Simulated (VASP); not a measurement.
# CO2 (P2_1/c) in VASP: a series of runs, part 2 of 2

VASP 6.6.1.

## Step 4: Single point, PBEsol (shear of c along a, cell held: +12.0 %, then relaxed in part)

Input file INCAR:

```
PREC = Accurate
ENCUT = 520
EDIFF = 1E-7
ISMEAR = 0
SIGMA = 0.02
LREAL = False
LASPH = True
NELM = 60
ALGO = Normal
ISIF = 2
LWAVE = False
LCHARG = False
GGA = PS
NBANDS = 25
```

Input file KPOINTS:

```
Automatic mesh
0
Gamma
  6 6 6
```

Input file POSCAR:

```
CO2
1.0
    4.5946341885      0.0000000000      0.0000000000
    0.0000000000      4.5946341885      0.0000000000
    0.5741768300      0.0000000000      4.7848069164
C O
2 4
Direct
    0.5000000000      0.5000000000      0.5000000000
    0.0000000000      0.0000000000      0.0000000000
    0.3178818383      0.6778682842      0.5080137645
    0.6821181617      0.3221317158      0.4919862355
    0.1821181617      0.1778682842     -0.0080137645
    0.8178818383      0.8221317158      0.0080137645
```

Potentials or basis: VASP PAW PBE potentials, release 64 (C, O).

Command:

```console
$ cat potpaw_PBE.64/C/POTCAR potpaw_PBE.64/O/POTCAR > POTCAR
$ mpirun -np 1 vasp_std > vasp.out
```

OUTCAR:

```text
PREC = Accurate
   ENCUT = 520
   EDIFF = 1E-7
   ISMEAR = 0
   LREAL = False
   LASPH = True
   NELM = 60
   ISIF = 2
   GGA = PS

 ion  position               nearest neighbor table
   1  0.500  0.500  0.500-   3 1.17   4 1.17
   2  0.000  0.000  0.000-   5 1.17   6 1.17
   3  0.318  0.678  0.508-   1 1.17
   4  0.682  0.322  0.492-   1 1.17
   5  0.182  0.178  0.992-   2 1.17
   6  0.818  0.822  0.008-   2 1.17

  LATTYP: Found a simple monoclinic cell.
 ALAT       =     4.5946341885
 B/A-ratio  =     1.0000000000
 C/A-ratio  =     1.0488613873
 COS(beta)  =    -0.1191452206

  Lattice vectors:

 A1 = (   4.5946341885,   0.0000000000,   0.0000000000)
 A2 = (   0.0000000000,  -4.5946341885,   0.0000000000)
 A3 = (  -0.5741768300,   0.0000000000,  -4.7848069164)

Analysis of symmetry for initial positions (statically):
=====================================================================
 Subroutine PRICEL returns:
 Original cell was already a primitive cell.

 Routine SETGRP: Setting up the symmetry group for a
 simple monoclinic supercell.

 Subroutine GETGRP returns: Found  4 space group operations
 (whereof  2 operations were pure point group operations)
 out of a pool of  4 trial point group operations.

The static configuration has the point symmetry S_2 .
 The point group associated with its full space group is C_2h.

Analysis of symmetry for dynamics (positions and initial velocities):
=====================================================================
 Subroutine PRICEL returns:
 Original cell was already a primitive cell.

 Routine SETGRP: Setting up the symmetry group for a
 simple monoclinic supercell.

[... 130 lines left out ...]
   IALGO  =     38    algorithm
   IMIX   =      4    mixing-type and parameters
     AMIX     =   0.40;   BMIX     =  1.00
     AMIX_MAG =   1.60;   BMIX_MAG =  1.00
  volume/ion in A,a.u.               =      16.84       113.61
  Fermi-wavevector in a.u.,A,eV,Ry     =   1.116013  2.108959 16.945863  1.245486
  Thomas-Fermi vector in A             =   2.252623
   LORBIT       =      0    0 simple, 1 ext, 2 COOP (PROOUT), +10 PAW based schemes
   GGA     = PS    functional components
   LHFCALC =     F    Hartree Fock is set to
   AEXX    =    0.0000 exact exchange contribution
   IVDW    =     0    specifies the selected vdW correction
   LEPSILON=     F    determine dielectric tensor
   LRPA    =     F    only Hartree local field effects (RPA)
 non-spin polarized calculation
 Gauss-broadening in eV      SIGMA  =   0.02
  energy-cutoff  :      520.00
  volume of cell :      101.01
 maximum number of plane-waves:      2744
 NGX is ok and might be reduce to    36
   NGX = 17   NGY = 17   NGZ = 17

 number of electron      32.0000023 magnetization

 Free energy of the ion-electron system (eV)
  ---------------------------------------------------
  ext. energy  EPLUGINS =         0.00000000
  ---------------------------------------------------
  free energy    TOTEN  =       -47.62655951 eV

  energy without entropy =      -47.62655951  energy(sigma->0) =      -47.62655951

 E-fermi :  -4.1571     XC(G=0):  -7.2941

 val. band max:       -4.2969929228   @ k =   0.5000   0.3333   0.5000
 cond. band min:       2.2675204520   @ k =   0.0000   0.0000   0.0000
 fundamental gap:      6.5645133748
 Fermi energy:        -4.1570824514

 k-point     1 :       0.0000    0.0000    0.0000
  band No.  band energies     occupation
      1     -24.7864      2.00000
      2     -24.6087      2.00000
      3     -23.6810      2.00000
      4     -23.6745      2.00000
      5      -9.4574      2.00000
      6      -9.2341      2.00000
[... 661 lines left out ...]
     24       9.4624      0.00000
     25      10.3297      0.00000

 [... further k-points ...]

------------------------ aborting loop because EDIFF is reached ----------------------------------------

  FORCE on cell =-STRESS in cart. coord.  units (eV):
  Direction    XX          YY          ZZ          XY          YZ          ZX
  --------------------------------------------------------------------------------------
  -------------------------------------------------------------------------------------
  Total        1.5787486      1.4930096     -0.0797758      0.0000000      0.0000000     -0.2723524
  in kB       25.0413224     23.6813727     -1.2653636      0.0000000      0.0000000     -4.3199176
  external PRESSURE =      15.8191105 kB  Pullay stress =       0.0000000 kB

 VOLUME and BASIS-vectors are now :
 -----------------------------------------------------------------------------
  energy-cutoff  :      520.00
  volume of cell :      101.01
      direct lattice vectors                 reciprocal lattice vectors
     4.594634188  0.000000000  0.000000000     0.217645183  0.000000000 -0.026117422
     0.000000000  4.594634188  0.000000000     0.000000000  0.217645183  0.000000000
     0.574176830  0.000000000  4.784806916     0.000000000  0.000000000  0.208994849

 POSITION                                       TOTAL-FORCE (eV/Angst)
 -----------------------------------------------------------------------------------
      2.58441      2.29732      2.39240        -0.000000      0.000000      0.000000
      0.00000      0.00000      0.00000        -0.000000      0.000000      0.000000
      1.75224      3.11456      2.43075        -0.501752      0.494139      0.025135
      3.41657      1.48008      2.35406         0.501752     -0.494139     -0.025135
      1.40634      0.81724      4.74646         0.501752      0.494139     -0.025135
      3.76247      3.77739      0.03834        -0.501752     -0.494139      0.025135
 -----------------------------------------------------------------------------------
    total drift:                                0.000000      0.000000     -0.000000

  FREE ENERGIE OF THE ION-ELECTRON SYSTEM (eV)
  ---------------------------------------------------
  free  energy   TOTEN  =       -47.6265595056 eV

  energy  without entropy=      -47.6265595056  energy(sigma->0) =      -47.62655951
```

OSZICAR:

```text
N       E                     dE             d eps       ncg     rms          rms(c)
DAV:   1     0.180746216205E+03    0.18075E+03   -0.16191E+04  4000   0.115E+03
DAV:   2    -0.378377556049E+02   -0.21858E+03   -0.20976E+03  5582   0.271E+02
DAV:   3    -0.505701986977E+02   -0.12732E+02   -0.12657E+02  4845   0.674E+01
DAV:   4    -0.506848086012E+02   -0.11461E+00   -0.11451E+00  4758   0.744E+00
DAV:   5    -0.506862726769E+02   -0.14641E-02   -0.14638E-02  5053   0.815E-01    0.132E+01
DAV:   6    -0.478955865543E+02    0.27907E+01   -0.70290E+00  4967   0.187E+01    0.620E+00
DAV:   7    -0.476906243098E+02    0.20496E+00   -0.39102E-01  4537   0.441E+00    0.342E+00
DAV:   8    -0.476298125318E+02    0.60812E-01   -0.27675E-01  5131   0.324E+00    0.705E-01
DAV:   9    -0.476251799682E+02    0.46326E-02   -0.20227E-02  4842   0.101E+00    0.293E-01
DAV:  10    -0.476261896285E+02   -0.10097E-02   -0.42829E-03  4626   0.426E-01    0.590E-02
DAV:  11    -0.476264945924E+02   -0.30496E-03   -0.14024E-04  4869   0.822E-02    0.198E-02
DAV:  12    -0.476265565617E+02   -0.61969E-04   -0.36467E-05  4650   0.402E-02    0.364E-03
DAV:  13    -0.476265595865E+02   -0.30247E-05   -0.29456E-06  4972   0.112E-02    0.184E-03
DAV:  14    -0.476265595056E+02    0.80835E-07   -0.15998E-07  3516   0.291E-03
   1 F= -.47626560E+02 E0= -.47626560E+02  d E =-.583385E-25
```

stdout:

```text
POSCAR found type information on POSCAR C O
 POSCAR found :  2 types and       6 ions
 scaLAPACK will be used
 -----------------------------------------------------------------------------
|                                                                             |
|                                                                             |
|     You enforced a specific xc type in the INCAR file but a different       |
|     I HOPE YOU KNOW WHAT YOU ARE DOING!                                     |
|                                                                             |
 -----------------------------------------------------------------------------

 LDA part: xc-table for (Slater+PW92), standard interpolation
 POSCAR, INCAR and KPOINTS ok, starting setup
 FFT: planning ... GRIDC
 FFT: planning ... GRID_SOFT
 FFT: planning ... GRID
 WAVECAR not read
 entering main loop
```

It took 3.4 min on 1 thread of Intel Xeon 8259CL, shared host; peak memory 0.3 GiB.

Results:

```
Free energy            : -47.6266 eV
Pressure               : 1.6 GPa
Largest force          : 0.705 eV/Å
Band gap on the k mesh : 6.56 eV (least direct gap 6.69 eV)
```

Forces in eV/Å, atoms in the order of the input:
```
C    0.000  0.000  0.000
C    0.000  0.000  0.000
O   -0.502  0.494  0.025
O    0.502 -0.494 -0.025
O    0.502  0.494 -0.025
O   -0.502 -0.494  0.025
```

Caveat: the cell differs from its parent crystal (shear of c along a, cell held: +12.0 %, then relaxed in part); this functional lacks dispersion, which holds the molecules together, so the pressure and a relaxed volume are unreliable; the PAW data sets were made with another functional, which shifts forces and pressure a little.
